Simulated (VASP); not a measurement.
Set up this calculation in VASP 6.6.1, as the native input.

```
Task                               : single point
Functional                         : HSE06
Potentials or basis                : VASP PAW PBE potentials, release 64 (Mg, S)
Cutoff                             : 520 eV
k mesh                             : 6 × 6 × 6
Occupations                        : gaussian, width 0.01 eV
Spin                               : no spin polarisation
Dipole correction                  : no
Grid for exact exchange (PRECFOCK) : Normal
Further INCAR settings             : ALGO = Normal; EDIFF = 1e-06; NBANDS = 11
Share of exact exchange            : 0.25
Screening parameter                : 0.2079 1/Å
```

The system is MgS.

```xyz
2
Lattice="0.0000 2.8309 2.8309 2.8309 0.0000 2.8309 2.8309 2.8309 0.0000" Properties=species:S:1:pos:R:3 pbc="T T T"
Mg    0.0000    0.0000    0.0000
S     1.4154    1.4154    1.4154
```

The input as run:

POSCAR

```
MgS
1.0
    0.0000000000      2.8308768410      2.8308768410
    2.8308768410      0.0000000000      2.8308768410
    2.8308768410      2.8308768410      0.0000000000
Mg S
1 1
Direct
    0.0000000000      0.0000000000      0.0000000000
    0.2500000000      0.2500000000      0.2500000000
```

INCAR.step1

```
PREC = Accurate ; ENCUT = 520
EDIFF = 1E-5 ; ISMEAR = 0
SIGMA = 0.01 ; LREAL = F
LASPH = T ; NELM = 60
ALGO = Normal ; ISIF = 2
LWAVE = T ; LCHARG = F
GGA = PE ; NBANDS = 11
```

INCAR.step2

```
PREC = Accurate ; ENCUT = 520
EDIFF = 1E-6 ; ISMEAR = 0
SIGMA = 0.01 ; LREAL = F
LASPH = T ; NELM = 60
ALGO = Normal ; ISIF = 2
LWAVE = F ; LCHARG = F
GGA = PE ; LHFCALC = T
HFSCREEN = 0.2079 ; PRECFOCK = Normal
ISTART = 1 ; NBANDS = 11
```

KPOINTS

```
Automatic mesh
0
Gamma
  6 6 6
```

Potentials or basis: VASP PAW PBE potentials, release 64 (Mg, S).

Launch:

```sh
$ cat potpaw_PBE.64/Mg/POTCAR potpaw_PBE.64/S/POTCAR > POTCAR
$ cp INCAR.step1 INCAR
$ mpirun -np 1 vasp_std > vasp.out
$ cp INCAR.step2 INCAR
$ mpirun -np 1 vasp_std > vasp.out
```

Results of the run:

```yaml
Pressure: -0.1 GPa
Band_gap_on_the_k_mesh: 4.51 eV
```

Caveat: the PAW data sets were made with another functional, which shifts forces and pressure a little.

Wall time 18 min on 1 thread of Intel Xeon 8259CL, on a shared host, peak memory 0.3 GiB.
